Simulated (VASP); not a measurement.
A run of VASP 6.6.1 is set up as follows.

The input INCAR:

```
SYSTEM = Ca
PREC = Accurate ; ENCUT = 600
EDIFF = 1E-7 ; ISMEAR = 1
SIGMA = 0.05 ; LREAL = .FALSE.
LASPH = .TRUE. ; NELM = 80
ALGO = Normal ; ISIF = 8
LWAVE = .FALSE. ; LCHARG = .FALSE.
GGA = PS ; IBRION = 2
NSW = 80 ; EDIFFG = -0.03
```

File KPOINTS:

```
Automatic mesh
0
G
  4 4 4
  0 0 0
```

Contents of POSCAR:

```
Ca
1.0
    5.5900000000      0.0000000000      0.0000000000
    0.0000000000      5.5900000000      0.0000000000
    0.0000000000      0.0000000000      5.5900000000
Ca
4
Direct
    0.0000000000      0.0000000000      0.0000000000
    0.0000000000      0.5000000000      0.5000000000
    0.5000000000      0.0000000000      0.5000000000
    0.5000000000      0.5000000000      0.0000000000
```

Potentials or basis: VASP PAW PBE potentials, release 64 (Ca_sv).

The run is started by

```sh
$ cat potpaw_PBE.64/Ca_sv/POTCAR > POTCAR
$ mpirun -np 1 vasp_std > vasp.out
```

Question: Predict the relaxed cell.

Answer: a = 5.477 Å, b = 5.477 Å, c = 5.477 Å, α = 90.00°, β = 90.00°, γ = 90.00°.

Question: Estimate the space group after relaxing (to 0.05 Å).

Answer: Fm-3m (No. 225).

Final structure:
```
Ca
1.0
     5.47728    0.00000    0.00000
     0.00000    5.47728    0.00000
     0.00000    0.00000    5.47728
Ca
4
Direct
  0.00000 0.00000 0.00000
  0.00000 0.50000 0.50000
  0.50000 0.00000 0.50000
  0.50000 0.50000 0.00000
```
